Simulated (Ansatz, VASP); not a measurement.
# One calculation of HfO2, two programs

File INCAR:

```
SYSTEM = HfO2
  ALGO = Normal
  EDIFF = 1E-6
  ENCUT = 520
  GGA = PE
  ISIF = 2
  ISMEAR = 0
  LASPH = .TRUE.
  LCHARG = .FALSE.
  LREAL = .FALSE.
  LWAVE = .FALSE.
  NBANDS = 31
  NELM = 80
  PREC = Accurate
  SIGMA = 0.05
```

The input KPOINTS:

```
k-points
0
G
  6 6 6
  0 0 0
```

Contents of POSCAR:

```
HfO2
1.0
    0.0000000000     -2.5489194559     -2.5489194559
    0.0000000000      2.5489194559     -2.5489194559
    5.0978389119      0.0000000000      0.0000000000
Hf O
2 4
Direct
    0.5256971635      0.4743028365      0.5000000000
   -0.0256971635      0.0256971635      0.0000000000
    0.0001874464      0.5001874464      0.7153971020
    0.4998125536     -0.0001874464      0.2846028980
    0.0001874464      0.5001874464      0.2153971020
    0.4998125536     -0.0001874464      0.7846028980
```

Input for Ansatz:

```yaml
crystal:
  lattice:
    - [0.0, -2.5489194559, -2.5489194559]
    - [0.0, 2.5489194559, -2.5489194559]
    - [5.0978389119, 0.0, 0.0]
  atoms:
    - { symbol: Hf, position: [0.5256971635, 0.4743028365, 0.5] }
    - { symbol: Hf, position: [-0.0256971635, 0.0256971635, 0.0] }
    - { symbol: O, position: [0.0001874464, 0.5001874464, 0.715397102] }
    - { symbol: O, position: [0.4998125536, -0.0001874464, 0.284602898] }
    - { symbol: O, position: [0.0001874464, 0.5001874464, 0.215397102] }
    - { symbol: O, position: [0.4998125536, -0.0001874464, 0.784602898] }
basis:
  ecutwfc: 520.0
kpoints:
  mp_grid: { grid: [6, 6, 6] }
hamiltonian:
  xc: pbe
  pseudopotentials: { kind: paw, azcp: { folder: soft_1 } }
scf:
  occupations: { method: gaussian, width: 0.05 }
output:
  forces: true
  stress: true
  eigenvalues: true
```

Change from the starting cell: mode 1 frozen in at -0.176 Å and mode 5 at -0.131 Å (largest displacements).

Alike in both runs: task single point; functional PBE; k mesh 6 × 6 × 6; occupations gaussian, width 0.05 eV; no spin polarisation.

|  | VASP | Ansatz |
| --- | --- | --- |
| version | VASP 6.6.1 | Ansatz 0.2.0 |
| potentials or method | VASP PAW PBE potentials, release 64 (Hf_pv, O), cutoff 520 eV | scalar-relativistic, plane waves, PAW |
| valence electrons in the cell | 44 | 76 |

```csv
,VASP,Ansatz,Ansatz less VASP
gap on the k mesh at the Fermi level (eV),4.41,4.43,+0.018
least direct gap on the mesh (eV),4.54,4.56,+0.017
pressure (GPa),1.2,4.7,+3.51
"traceless stress, the component that is largest in VASP (GPa)",-5.45,-5.49,-0.045
rms of the force components (eV/Å),0.449,0.462,+0.0131
```

Atom by atom the forces differ by 0.029 eV/Å (rms over components). VASP's potentials hold 44 valence electrons a cell and Ansatz's 76, so a difference there can come from the potentials and not from the codes.

Neither program's run includes spin-orbit coupling.
